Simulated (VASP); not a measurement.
Crystal: Ge.

```
Ge
1.0
     3.99759    0.00000    0.00000
    -1.99879    3.46201    0.00000
     0.00000    0.00000    6.59938
Ge
4
Direct
  0.66667 0.33333 0.06290
  0.33333 0.66667 0.56290
  0.66667 0.33333 0.43710
  0.33333 0.66667 0.93710
```

This isn't the form of Ge at room conditions, which is diamond.

| Quantity | Value |
| --- | --- |
| Program | VASP 6.6.1 |
| Task | relaxation of cell and atoms |
| Functional | LDA |
| Potentials or basis | VASP PAW LDA potentials, release 64 (Ge_d) |
| Cutoff | 500 eV |
| k mesh | 7 × 7 × 4 |
| Occupations | gaussian, width 0.15 eV |
| Spin | no spin polarisation |

At the start: pressure -1.9 GPa; volume 22.83 Å³/atom.

Q: Where does the relaxation end?

A: Over 6 steps the energy falls by 3.8 meV/atom and the volume is 22.22 Å³/atom (-2.7 %); space group P6_3/mmc (No. 194, to 0.1 Å) before and after.

Step by step:
| step | energy change (eV) | largest force (eV/Å) | pressure (GPa) | volume (Å³) |
| --- | --- | --- | --- | --- |
| 1 | 0.0000 | 0.0056 | -1.87 | 91.33 |
| 2 | -0.0126 | 0.0184 | 0.78 | 87.85 |
| 3 | -0.0150 | 0.0139 | 0.01 | 88.83 |
| 4 | -0.0150 | 0.0138 | -0.08 | 88.88 |
| 5 | -0.0150 | 0.0080 | -0.04 | 88.87 |
| 6 | -0.0151 | 0.0003 | -0.04 | 88.87 |

Final structure:
```cif
data_structure
_symmetry_space_group_name_H-M 'P 1'
_symmetry_Int_Tables_number 1
_cell_length_a 3.9665
_cell_length_b 3.9665
_cell_length_c 6.5225
_cell_angle_alpha 90.000
_cell_angle_beta 90.000
_cell_angle_gamma 120.000
_cell_volume 88.87
loop_
_atom_site_label
_atom_site_type_symbol
_atom_site_fract_x
_atom_site_fract_y
_atom_site_fract_z
_atom_site_occupancy
Ge1 Ge 0.66667 0.33333 0.06265 1
Ge2 Ge 0.33333 0.66667 0.56265 1
Ge3 Ge 0.66667 0.33333 0.43735 1
Ge4 Ge 0.33333 0.66667 0.93735 1
```
